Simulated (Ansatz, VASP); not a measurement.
# Ag: VASP beside Ansatz

File INCAR:

```
PREC = Accurate
ENCUT = 520
EDIFF = 1E-6
ISMEAR = -1
SIGMA = 0.08
LREAL = False
LASPH = True
NELM = 80
ALGO = Normal
ISIF = 2
LWAVE = False
LCHARG = False
GGA = PE
NBANDS = 30
```

File KPOINTS:

```
Automatic mesh
0
Gamma
  14 14 4
```

Contents of POSCAR:

```
Ag
1.0
    2.8861989086      0.0000000000      0.0000000000
   -1.4430994543      2.4995215753      0.0000000000
    0.0000000000      0.0000000000      9.8000000000
Ag
4
Direct
    0.3333333333      0.6666666667      0.2500000000
    0.6666666667      0.3333333333      0.7500000000
    0.0000000000      0.0000000000      0.0000000000
    0.0000000000      0.0000000000      0.5000000000
```

Input for Ansatz:

```yaml
crystal:
  lattice:
    - [2.8861989086, 0.0, 0.0]
    - [-1.4430994543, 2.4995215753, 0.0]
    - [0.0, 0.0, 9.8]
  atoms:
    - { symbol: Ag, position: [0.3333333333, 0.6666666667, 0.25] }
    - { symbol: Ag, position: [0.6666666667, 0.3333333333, 0.75] }
    - { symbol: Ag, position: [0.0, 0.0, 0.0] }
    - { symbol: Ag, position: [0.0, 0.0, 0.5] }
kpoints:
  mp_grid: { grid: [14, 14, 4] }
  band_path:
    path:
      - [0.0, 0.0, 0.0]
      - [0.5, 0.0, 0.0]
      - [0.3333333333, 0.3333333333, 0.0]
      - [0.0, 0.0, 0.0]
      - [0.0, 0.0, 0.5]
      - [0.5, 0.0, 0.5]
      - [0.3333333333, 0.3333333333, 0.5]
      - [0.0, 0.0, 0.5]
      - [0.5, 0.0, 0.5]
    npoints: 5
scf:
  occupations: { method: fermi_dirac, width: 0.08 }
hamiltonian:
  xc: pbe
  pseudopotentials: { kind: all_electron, lapw: { basis_error: 0.0005 } }
output:
  forces: true
  stress: true
  eigenvalues: true
```

Change from the starting cell: zz strain of -2 %.

Alike in both runs: task single point; functional PBE; k mesh 14 × 14 × 4; occupations fermi-dirac, width 0.08 eV; no spin polarisation.

|  | VASP | Ansatz |
| --- | --- | --- |
| version | VASP 6.6.1 | Ansatz 0.2.0 |
| potentials or method | VASP PAW PBE potentials, release 64 (Ag), cutoff 520 eV | all-electron LAPW, scalar-relativistic |

VASP gave:

* pressure (GPa): 1.1
* traceless stress, the component that is largest in VASP (GPa): -2.48

Q: Estimate Ansatz's values.

A: Pressure (GPa): 1.2; traceless stress, the component that is largest in VASP (GPa): -2.49.

Ansatz ran all-electron here, and VASP with PAW potentials.
